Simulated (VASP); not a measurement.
Here is a VASP 6.6.1 calculation.

Contents of INCAR:

```
SYSTEM = TiB2
PREC = Accurate
ENCUT = 600
EDIFF = 1E-7
ISMEAR = -1
SIGMA = 0.05
LREAL = .False.
LASPH = .True.
NELM = 80
ALGO = Normal
ISIF = 3
LWAVE = .False.
LCHARG = .False.
GGA = PS
IBRION = 2
NSW = 80
EDIFFG = -0.02
```

File KPOINTS:

```
regular mesh
0
Gamma
  10 10 8
  0 0 0
```

File POSCAR:

```
TiB2
1.0
    3.0292000000      0.0000000000      0.0000000000
   -1.5146000000      2.6233641531      0.0000000000
    0.0000000000      0.0000000000      3.2284000000
Ti B
1 2
Direct
    0.0000000000      0.0000000000      0.0000000000
    0.6666666667      0.3333333333      0.5000000000
    0.3333333333      0.6666666667      0.5000000000
```

Potentials or basis: VASP PAW PBE potentials, release 64 (Ti_sv, B).

Run with:

```sh
$ cat potpaw_PBE.64/Ti_sv/POTCAR potpaw_PBE.64/B/POTCAR > POTCAR
$ mpirun -np 1 vasp_std > vasp.out
```

What does it give for the relaxed volume?

8.39 Å³/atom.

Estimate the band gap on the k mesh.

zero (band 9 reaches 10.58 eV, above the bottom of band 10 at 9.88 eV).

The path:
| step | energy change (eV) | largest force (eV/Å) | pressure (GPa) | volume (Å³) |
| --- | --- | --- | --- | --- |
| 1 | 0.0000 | 0.0000 | -4.73 | 25.66 |
| 2 | -0.0020 | 0.0000 | 4.82 | 24.73 |
| 3 | -0.0080 | 0.0000 | 0.23 | 25.15 |
| 4 | -0.0085 | 0.0000 | 0.00 | 25.16 |

Caveat: the PAW data sets were made with another functional, which shifts forces and pressure a little.
